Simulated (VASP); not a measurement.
Write the native input for VASP 6.6.1 that does the following.

| Item | Value |
| --- | --- |
| Task | single point |
| Functional | PBE |
| Potentials or basis | VASP PAW PBE potentials, release 64 (Ga_d, Ge_d, O) |
| Cutoff | 520 eV |
| k mesh | 12 × 12 × 2 |
| Occupations | gaussian, width 0.1 eV |
| Spin | no spin polarisation |
| Dipole correction | no |
| Further INCAR settings | ALGO = Normal; EDIFF = 1e-07; NBANDS = 45 |

The structure of Ga2Ge2O3 lies in POSCAR:

```
Ga2Ge2O3
1.0
    3.0140685629      0.0000000000      0.0000000000
   -1.5070342815      2.6102599442      0.0000000000
    0.0000000000      0.0000000000     14.7129922870
Ga Ge O
2 2 3
Direct
    0.3333333333      0.6666666667      0.0962809217
    0.6666666667      0.3333333333      0.9037190783
    0.6666666667      0.3333333333      0.4234720488
    0.3333333333      0.6666666667      0.5765279512
    0.6666666667      0.3333333333      0.1475219027
    0.3333333333      0.6666666667      0.8524780973
    0.0000000000      0.0000000000      0.0000000000
```

These files were run (other wordings do the same):

INCAR

```
SYSTEM = Ga2Ge2O3
PREC = Accurate
ENCUT = 520
EDIFF = 1E-7
ISMEAR = 0
SIGMA = 0.1
LREAL = .False.
LASPH = .True.
NELM = 60
ALGO = Normal
ISIF = 2
LWAVE = .False.
LCHARG = .False.
GGA = PE
NBANDS = 45
```

KPOINTS

```
Automatic mesh
0
Gamma
  12 12 2
  0 0 0
```

Potentials or basis: VASP PAW PBE potentials, release 64 (Ga_d, Ge_d, O).

Run with:

```console
$ cat potpaw_PBE.64/Ga_d/POTCAR potpaw_PBE.64/Ge_d/POTCAR potpaw_PBE.64/O/POTCAR > POTCAR
$ mpirun -np 1 vasp_std > vasp.out
```

Results of the run:

```json
{"Pressure": "0.4 GPa", "Largest force": "0.036 eV/Å", "Band gap on the k mesh": "zero (band 36 reaches 5.70 eV, above the bottom of band 37 at 2.58 eV)"}
```

Run time: 3.3 min on 1 thread of Intel(R) Xeon(R) Platinum 8488C (Sapphire Rapids), on a shared host, peak memory 0.34 GiB.
